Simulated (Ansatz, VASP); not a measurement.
**Fe: VASP beside Ansatz**

The input INCAR:

```
SYSTEM = Fe
PREC = Accurate ; ENCUT = 520
EDIFF = 1E-6 ; ISMEAR = -1
SIGMA = 0.05 ; LREAL = .False.
LASPH = .True. ; NELM = 150
ALGO = Fast ; ISIF = 2
LWAVE = .False. ; LCHARG = .False.
ISPIN = 2 ; MAGMOM = 3
LORBIT = 11 ; LMAXMIX = 4
GGA = CA ; NBANDS = 14
```

File KPOINTS:

```
Automatic mesh
0
Gamma
  13 13 13
  0 0 0
```

POSCAR

```
Fe
1.0
   -1.4430000000      1.4430000000      1.4430000000
    1.4430000000     -1.4430000000      1.4430000000
    1.4430000000      1.4430000000     -1.4430000000
Fe
1
Direct
    0.0000000000      0.0000000000      0.0000000000
```

The input input.yaml:

```yaml
crystal:
  lattice:
    - [-1.443, 1.443, 1.443]
    - [1.443, -1.443, 1.443]
    - [1.443, 1.443, -1.443]
  atoms:
    - { symbol: Fe, position: [0.0, 0.0, 0.0], spin: 3.0 }
kpoints:
  mp_grid: { grid: [13, 13, 13] }
  band_path:
    path:
      - [0.0, 0.0, 0.0]
      - [0.5, -0.5, 0.5]
      - [0.0, 0.0, 0.5]
      - [0.0, 0.0, 0.0]
      - [0.25, 0.25, 0.25]
      - [0.5, -0.5, 0.5]
    npoints: 10
scf:
  occupations: { method: fermi_dirac, width: 0.05 }
hamiltonian:
  xc: lda
  pseudopotentials: { kind: all_electron, lapw: { basis_error: 0.001 } }
magnetization:
  spin_polarized: true
output:
  forces: true
  stress: true
  eigenvalues: true
```

Alike in both runs: functional LDA; k mesh 13 × 13 × 13; occupations fermi-dirac, width 0.05 eV; collinear spin.

|  | VASP | Ansatz |
| --- | --- | --- |
| version | VASP 6.6.1 | Ansatz 0.2.0 |
| potentials or method | VASP PAW LDA potentials, release 64 (Fe), cutoff 520 eV | all-electron LAPW, scalar-relativistic |
| task | single point | band structure |

|  | VASP | Ansatz | Ansatz less VASP |
| --- | --- | --- | --- |
| gap on the k mesh at the Fermi level (eV) | none | none | - |
| pressure (GPa) | -26.9 | -26.1 | +0.80 |
| net moment per atom (μB) | 2.16 | 2.20 | +0.037 |
| size of the moment on the site where the two differ most (μB) | 2.15 | 2.24 | +0.090 |

LDA's correlation is that of Perdew and Zunger in VASP and of Perdew and Wang (1992) in Ansatz. Site moments also hang on the region over which each program counts them. A gap of «none» marks a metal or a gap that the smearing closes. Ansatz ran all-electron here, and VASP with PAW potentials.
